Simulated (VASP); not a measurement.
# KCl (P6_3/mmc) in VASP: notebook, part 2 of 3

VASP 6.6.1. The steps go on from the part before.

**3. Single point, PBEsol**

This run uses another cell than the first one, of 37.63 Å³/atom.

File INCAR:

```
SYSTEM = KCl
  PREC = Accurate
  ENCUT = 520
  EDIFF = 1E-6
  ISMEAR = -1
  SIGMA = 0.02
  LREAL = .FALSE.
  LASPH = .TRUE.
  NELM = 60
  ALGO = Normal
  ISIF = 2
  LWAVE = .FALSE.
  LCHARG = .TRUE.
  GGA = PS
  LELF = .TRUE.
  LVHAR = .TRUE.
  NBANDS = 24
```

File KPOINTS:

```
regular mesh
0
G
  6 6 4
  0 0 0
```

File POSCAR:

```
KCl
1.0
    5.2996387445      0.0000000000      0.0000000000
   -2.6498193722      4.5896217836      0.0000000000
    0.0000000000      0.0000000000      6.1882560035
K Cl
2 2
Direct
    0.3333333333      0.6666666667     -0.0625000000
    0.6666666667      0.3333333333      0.4375000000
    0.3333333333      0.6666666667      0.4375000000
    0.6666666667      0.3333333333      0.9375000000
```

Potentials or basis: VASP PAW PBE potentials, release 64 (K_sv, Cl).

Launch:

```
$ cat potpaw_PBE.64/K_sv/POTCAR potpaw_PBE.64/Cl/POTCAR > POTCAR
$ mpirun -np 1 vasp_std > vasp.out
```

OUTCAR:

```text
SYSTEM = KCl
   PREC = Accurate
   ENCUT = 520
   EDIFF = 1E-6
   ISMEAR = -1
   LREAL = .FALSE.
   LASPH = .TRUE.
   NELM = 60
   ISIF = 2
   GGA = PS

 ion  position               nearest neighbor table
   1  0.333  0.667  0.938-   4 3.06   4 3.06   4 3.06   3 3.09   3 3.09
   2  0.667  0.333  0.438-   3 3.06   3 3.06   3 3.06   4 3.09   4 3.09
   3  0.333  0.667  0.438-   2 3.06   2 3.06   2 3.06   1 3.09   1 3.09
   4  0.667  0.333  0.938-   1 3.06   1 3.06   1 3.06   2 3.09   2 3.09

  LATTYP: Found a hexagonal cell.
 ALAT       =     5.2996387445
 C/A-ratio  =     1.1676750627

  Lattice vectors:

 A1 = (   5.2996387445,   0.0000000000,   0.0000000000)
 A2 = (  -2.6498193722,   4.5896217836,   0.0000000000)
 A3 = (   0.0000000000,   0.0000000000,   6.1882560035)

Analysis of symmetry for initial positions (statically):
=====================================================================
 Subroutine PRICEL returns:
 Original cell was already a primitive cell.

 Routine SETGRP: Setting up the symmetry group for a
 hexagonal supercell.

 Subroutine GETGRP returns: Found 24 space group operations
 (whereof  6 operations were pure point group operations)
 out of a pool of 24 trial point group operations.

The static configuration has the point symmetry C_3v.
 The point group associated with its full space group is D_6h.

Analysis of symmetry for dynamics (positions and initial velocities):
=====================================================================
 Subroutine PRICEL returns:
 Original cell was already a primitive cell.

 Routine SETGRP: Setting up the symmetry group for a
 hexagonal supercell.

 Subroutine GETGRP returns: Found 24 space group operations
 (whereof  6 operations were pure point group operations)
 out of a pool of 24 trial point group operations.

The dynamic configuration has the point symmetry C_3v.
 The point group associated with its full space group is D_6h.

 Subroutine INISYM returns: Found 24 space group operations
 (whereof  6 operations are pure point group operations),
 and found     1 'primitive' translations

----------------------------------------------------------------------------------------

                                     Primitive cell

  volume of cell :     150.5190

  direct lattice vectors                    reciprocal lattice vectors
     5.299638745  0.000000000  0.000000000     0.188692107  0.108941439  0.000000000
    -2.649819372  4.589621784  0.000000000     0.000000000  0.217882877  0.000000000
     0.000000000  0.000000000  6.188256004     0.000000000  0.000000000  0.161596417

  length of vectors
     5.299638745  5.299638744  6.188256004     0.217882877  0.217882877  0.161596417

  position of ions in fractional coordinates (direct lattice)
     0.333333333  0.666666667  0.937500000
     0.666666667  0.333333333  0.437500000
     0.333333333  0.666666667  0.437500000
     0.666666667  0.333333333  0.937500000

  ion indices of the primitive-cell ions
   primitive index   ion index
                 1           1
                 2           2
                 3           3
                 4           4

----------------------------------------------------------------------------------------

 KPOINTS: regular mesh

Automatic generation of k-mesh.
 Grid dimensions read from file:
 generate k-points for:    6    6    4

 Generating k-lattice:

  Cartesian coordinates                     Fractional coordinates (reciprocal lattice)
     0.031448684  0.018156906  0.000000000     0.166666667  0.000000000  0.000000000
     0.000000000  0.036313813  0.000000000     0.000000000  0.166666667  0.000000000
     0.000000000  0.000000000  0.040399104     0.000000000  0.000000000  0.250000000

  Length of vectors
     0.036313813  0.036313813  0.040399104

  Shift w.r.t. Gamma in fractional coordinates (k-lattice)
     0.000000000  0.000000000  0.000000000

 Subroutine IBZKPT returns following result:
 ===========================================

 Found     21 irreducible k-points:

 Following reciprocal coordinates:
            Coordinates               Weight
  0.000000  0.000000  0.000000      1.000000
  0.166667  0.000000  0.000000      6.000000
  0.333333 -0.000000  0.000000      6.000000
  0.500000 -0.000000  0.000000      3.000000
  0.166667  0.166667  0.000000      6.000000
  0.333333  0.166667  0.000000     12.000000
[... 13 lines left out ...]
  0.333333  0.166667  0.500000     12.000000
  0.333333  0.333333  0.500000      2.000000
   k-points           NKPTS =     21   k-points in BZ     NKDIM =     21   number of bands    NBANDS=     24
   number of dos      NEDOS =    301   number of ions     NIONS =      4
   total plane-waves  NPLWV =  76800
   dimension x,y,z NGX =    40 NGY =   40 NGZ =   48
   dimension x,y,z NGXF=    80 NGYF=   80 NGZF=   96
   ions per type =               2   2
   NGX,Y,Z   is equivalent  to a cutoff of  12.55, 12.55, 12.90 a.u.
   NGXF,Y,Z  is equivalent  to a cutoff of  25.10, 25.10, 25.79 a.u.
 SYSTEM =  KCl
   PREC   = accura    normal or accurate (medium, high low for compatibility)
   ISTART =      0    job   : 0-new  1-cont  2-samecut
   ICHARG =      2    charge: 1-file 2-atom 10-const
   ISPIN  =      1    spin polarized calculation?
   LNONCOLLINEAR =      F non collinear calculations
   LSORBIT =      F    spin-orbit coupling
   LASPH  =      T    aspherical Exc in radial PAW
   ENCUT  =  520.0 eV  38.22 Ry    6.18 a.u.   9.85  9.85 11.51*2*pi/ulx,y,z
   NELM   =     60;   NELMIN=  2; NELMDL= -5     # of ELM steps
   EDIFF  = 0.1E-05   stopping-criterion for ELM
   LREAL  =      F    real-space projection
   EDIFFG = 0.1E-04   stopping-criterion for IOM
   NSW    =      0    number of steps for IOM
   IBRION =     -1    ionic relax: 0-MD 1-quasi-New 2-CG
   NFREE  =      0    steps in history (QN), initial steepest desc. (CG)
   ISIF   =      2    stress and relaxation
   ISYM   =      2    0-nonsym 1-usesym 2-fastsym
   POTIM  = 0.5000    time-step for ionic-motion
   TEBEG  =    0.0;   TEEND  =   0.0 temperature during run
   PSTRESS=    0.0 pullay stress
   NELECT =      32.0000    total number of electrons
   NUPDOWN=      -1.0000    fix difference up-down
   EMIN   =  10.00;   EMAX   =-10.00  energy-range for DOS
   EFERMI =   0.00;   METHOD = LEGACY
   ISMEAR =    -1;   SIGMA  =   0.02  broadening in eV -4-tet -1-fermi 0-gaus
   EFERMI_NEDOS =   21; number of points for ismear=-14 and -15
   IALGO  =     38    algorithm
   IMIX   =      4    mixing-type and parameters
     AMIX     =   0.40;   BMIX     =  1.00
     AMIX_MAG =   1.60;   BMIX_MAG =  1.00
  volume/ion in A,a.u.               =      37.63       253.94
  Fermi-wavevector in a.u.,A,eV,Ry     =   0.977074  1.846403 12.989136  0.954675
  Thomas-Fermi vector in A             =   2.107743
   LORBIT       =      0    0 simple, 1 ext, 2 COOP (PROOUT), +10 PAW based schemes
   GGA     = PS    functional components
   LHFCALC =     F    Hartree Fock is set to
   AEXX    =    0.0000 exact exchange contribution
   IVDW    =     0    specifies the selected vdW correction
   LEPSILON=     F    determine dielectric tensor
   LRPA    =     F    only Hartree local field effects (RPA)
 non-spin polarized calculation
  energy-cutoff  :      520.00
  volume of cell :      150.52
 maximum number of plane-waves:      4074
 NGX is ok and might be reduce to    40
   NGX = 19   NGY = 19   NGZ = 23

 number of electron      32.0000003 magnetization

 Free energy of the ion-electron system (eV)
  ---------------------------------------------------
  ext. energy  EPLUGINS =         0.00000000
  ---------------------------------------------------
  free energy    TOTEN  =       -13.84442408 eV

  energy without entropy =      -13.84442408  energy(sigma->0) =      -13.84442408

 E-fermi :  -2.0900     XC(G=0):  -6.6974

 val. band max:       -2.6040328091   @ k =   0.0000   0.0000   0.0000
 cond. band min:       2.1978608818   @ k =   0.0000   0.0000   0.0000
 fundamental gap:      4.8018936909
 Fermi energy:        -2.0900098698

 k-point     1 :       0.0000    0.0000    0.0000
  band No.  band energies     occupation
      1     -29.7423      2.00000
      2     -29.7276      2.00000
      3     -14.6632      2.00000
      4     -14.5708      2.00000
      5     -13.4058      2.00000
      6     -13.3576      2.00000
[... 556 lines left out ...]
     23       6.6137      0.00000
     24       6.6137      0.00000

------------------------ aborting loop because EDIFF is reached ----------------------------------------

  FORCE on cell =-STRESS in cart. coord.  units (eV):
  Direction    XX          YY          ZZ          XY          YZ          ZX
  --------------------------------------------------------------------------------------
  -------------------------------------------------------------------------------------
  Total        0.0231351      0.0231351      0.0344860      0.0000000     -0.0000000      0.0000000
  in kB        0.2462583      0.2462583      0.3670810      0.0000000     -0.0000000      0.0000000
  external PRESSURE =       0.2865326 kB  Pullay stress =       0.0000000 kB

 VOLUME and BASIS-vectors are now :
 -----------------------------------------------------------------------------
  energy-cutoff  :      520.00
  volume of cell :      150.52
      direct lattice vectors                 reciprocal lattice vectors
     5.299638745  0.000000000  0.000000000     0.188692107  0.108941439  0.000000000
    -2.649819372  4.589621784  0.000000000     0.000000000  0.217882877  0.000000000
     0.000000000  0.000000000  6.188256004     0.000000000  0.000000000  0.161596417

 POSITION                                       TOTAL-FORCE (eV/Angst)
 -----------------------------------------------------------------------------------
     -0.00000      3.05975      5.80149        -0.000000      0.000000     -0.000000
      2.64982      1.52987      2.70736         0.000000     -0.000000     -0.000000
     -0.00000      3.05975      2.70736        -0.000000      0.000000      0.000000
      2.64982      1.52987      5.80149        -0.000000     -0.000000      0.000000
 -----------------------------------------------------------------------------------
    total drift:                               -0.000000      0.000000      0.000000

  FREE ENERGIE OF THE ION-ELECTRON SYSTEM (eV)
  ---------------------------------------------------
  free  energy   TOTEN  =       -13.8444240776 eV

  energy  without entropy=      -13.8444240776  energy(sigma->0) =      -13.84442408
```

Wall time 71 s (1 thread of Oxide Virtual Turin-like, shared host); peak memory 0.23 GiB.

Results:

```
Free energy            : -13.8444 eV
Pressure               : 0.0 GPa
Band gap on the k mesh : 4.80 eV
```

Levels at points of the mesh, in eV from the valence-band top:
```
           k point  band 14  band 15  band 16  band 17  band 18  band 19
(0.00, 0.00, 0.00)    -0.30    -0.30     0.00     4.80     8.11     8.11
(0.50, 0.00, 0.00)    -0.40    -0.22    -0.15     6.54     7.28     7.33
(0.00, 0.00, 0.50)    -0.40    -0.40    -0.40     6.11     6.11     9.47
(0.50, 0.00, 0.50)    -0.32    -0.30    -0.30     6.95     6.95     8.67
```

Caveat: the structure was generated, so it needn't be the stable form of KCl; the PAW data sets were made with another functional, which shifts forces and pressure a little.

**4. Single point, PBE**

This run uses another cell than the first one, of 39.79 Å³/atom.

File INCAR:

```
ALGO = Normal
EDIFF = 1E-6
ENCUT = 520
GGA = PE
ISIF = 2
ISMEAR = -1
LASPH = T
LCHARG = F
LREAL = F
LWAVE = F
NBANDS = 24
NELM = 80
PREC = Accurate
SIGMA = 0.02
```

File KPOINTS:

```
k-points
0
Gamma
  6 6 4
```

File POSCAR:

```
KCl
1.0
    5.3918696825      0.0000000000      0.0000000000
   -2.6959348412      4.6694961189      0.0000000000
    0.0000000000      0.0000000000      6.3213220657
K Cl
2 2
Direct
    0.3333333333      0.6666666667     -0.0624984490
    0.6666666667      0.3333333333      0.4375015510
    0.3333333333      0.6666666667      0.4374984490
    0.6666666667      0.3333333333      0.9374984490
```

Launch:

```
$ cat potpaw_PBE.64/K_sv/POTCAR potpaw_PBE.64/Cl/POTCAR > POTCAR
$ mpirun -np 1 vasp_std > vasp.out
```

It took 72 s on 1 thread of Oxide Virtual Turin-like, shared host; peak memory 0.24 GiB.

It converged, with:

| Item | Value |
| --- | --- |
| Free energy | -13.4567 eV |
| Pressure | 0.0 GPa |
| Band gap on the k mesh | 4.71 eV |

Levels at points of the mesh, in eV from the valence-band top:
| k point | band 12 | band 13 | band 14 | band 15 | band 16 | band 17 | band 18 | band 19 | band 20 | band 21 |
| --- | --- | --- | --- | --- | --- | --- | --- | --- | --- | --- |
| (0.00, 0.00, 0.00) | -0.40 | -0.40 | -0.26 | -0.26 | 0.00 | 4.71 | 7.92 | 8.19 | 8.19 | 8.98 |
| (0.50, 0.00, 0.00) | -0.40 | -0.39 | -0.37 | -0.20 | -0.12 | 6.44 | 7.15 | 7.30 | 7.55 | 8.62 |
| (0.00, 0.00, 0.50) | -0.55 | -0.34 | -0.34 | -0.34 | -0.34 | 5.96 | 5.96 | 9.36 | 9.36 | 9.36 |
| (0.50, 0.00, 0.50) | -0.78 | -0.28 | -0.28 | -0.25 | -0.25 | 6.85 | 6.85 | 8.44 | 8.44 | 8.86 |

Caveat: the structure was generated, so it needn't be the stable form of KCl. A k mesh can miss the band edges.

**5. Single point, r2SCAN**

This run uses another cell than the first one, of 38.57 Å³/atom.

File POSCAR:

```
KCl
1.0
    5.3438036342      0.0000000000      0.0000000000
   -2.6719018171      4.6278697001      0.0000000000
    0.0000000000      0.0000000000      6.2391672047
K Cl
2 2
Direct
    0.3333333333      0.6666666667     -0.0625000000
    0.6666666667      0.3333333333      0.4375000000
    0.3333333333      0.6666666667      0.4375000000
    0.6666666667      0.3333333333      0.9375000000
```

File INCAR.step1:

```
ALGO = Normal
EDIFF = 1E-4
ENCUT = 520
GGA = PE
ISMEAR = -1
LASPH = True
LCHARG = False
LREAL = False
LWAVE = True
NBANDS = 24
NELM = 60
PREC = Accurate
SIGMA = 0.02
```

File INCAR.step2:

```
ALGO = Normal
EDIFF = 1E-7
ENCUT = 520
ISIF = 2
ISMEAR = -1
ISTART = 1
LASPH = True
LCHARG = False
LMIXTAU = True
LREAL = False
LWAVE = False
METAGGA = R2SCAN
NBANDS = 24
NELM = 60
PREC = Accurate
SIGMA = 0.02
```

KPOINTS is that of step 4.

Launch:

```
$ cat potpaw_PBE.64/K_sv/POTCAR potpaw_PBE.64/Cl/POTCAR > POTCAR
$ cp INCAR.step1 INCAR
$ mpirun -np 1 vasp_std > vasp.out
$ cp INCAR.step2 INCAR
$ mpirun -np 1 vasp_std > vasp.out
```

Run time: 7.8 min. Hardware: 1 thread of Oxide Virtual Turin-like, shared host; peak memory 0.29 GiB.

Results (log left out):

```yaml
Free_energy: -32.7453 eV
Pressure: 0.0 GPa
Band_gap_on_the_k_mesh: 5.35 eV
```

Levels at points of the mesh, in eV from the valence-band top:
| k point | band 14 | band 15 | band 16 | band 17 | band 18 | band 19 |
| --- | --- | --- | --- | --- | --- | --- |
| (0.00, 0.00, 0.00) | -0.28 | -0.28 | 0.00 | 5.35 | 8.84 | 8.87 |
| (0.50, 0.00, 0.00) | -0.38 | -0.21 | -0.14 | 6.94 | 7.85 | 8.09 |
| (0.00, 0.00, 0.50) | -0.37 | -0.37 | -0.37 | 6.63 | 6.63 | 10.16 |
| (0.50, 0.00, 0.50) | -0.31 | -0.27 | -0.27 | 7.39 | 7.39 | 9.40 |

Caveat: the structure was generated, so it needn't be the stable form of KCl; the PAW data sets were made with another functional, which shifts forces and pressure a little.

(Part 2 of 3 ends here.)
